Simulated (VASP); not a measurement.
The system is Si2N.

```
Si N
1.0
     2.71107    0.00000    0.00000
    -1.35554    2.34786    0.00000
     0.00000    0.00000   11.05885
Si N
4 2
Direct
  0.00000 0.00000 0.75015
  0.00000 0.00000 0.24985
  0.00000 0.00000 0.00000
  0.00000 0.00000 0.50000
  0.33333 0.66667 0.90687
  0.66667 0.33333 0.09313
```

This cell differs from its parent crystal: atoms taken out.

```yaml
Program: VASP 6.6.1
Task: relaxation of cell and atoms
Functional: PBE
Potentials_or_basis: VASP PAW PBE potentials, release 64 (Si, N)
Cutoff: 600 eV
k_mesh: 18 × 18 × 4
Occupations: gaussian, width 0.1 eV
Spin: no spin polarisation
```

At the start: pressure -0.8 GPa; volume 11.73 Å³/atom.

Where does the relaxation end?

Over 13 steps the energy falls by 3.8 meV/atom and the volume is 11.49 Å³/atom (-2.1 %); space group P-3m1 (No. 164, to 0.1 Å) before and after.

Step by step:
```
step  energy change (eV)  largest force (eV/Å)  pressure (GPa)  volume (Å³)
   1              0.0000                0.0746           -0.75        70.39
   2             -0.0047                0.2101            0.22        69.83
   3             -0.0047                0.2162            0.26        69.81
   4             -0.0093                0.2034            0.12        69.64
   5             -0.0152                0.2665           -0.18        69.15
   6             -0.0188                0.2007            0.03        68.97
   7             -0.0218                0.0707            0.52        68.62
   8             -0.0226                0.0413            0.15        68.82
   9             -0.0227                0.0242           -0.06        68.95
  10             -0.0227                0.0252           -0.06        68.94
  11             -0.0227                0.0274           -0.03        68.92
  12             -0.0227                0.0261           -0.04        68.93
  13             -0.0227                0.0050            0.02        68.92
```

Final structure:
```
Si N
1.0
     2.71868    0.00000    0.00000
    -1.35934    2.35444    0.00000
     0.00000    0.00000   10.76697
Si N
4 2
Direct
  0.00000 0.00000 0.74285
  0.00000 0.00000 0.25715
  0.00000 0.00000 0.00000
  0.00000 0.00000 0.50000
  0.33333 0.66667 0.90463
  0.66667 0.33333 0.09538
```

Caveat: the cell differs from its parent crystal (atoms taken out).
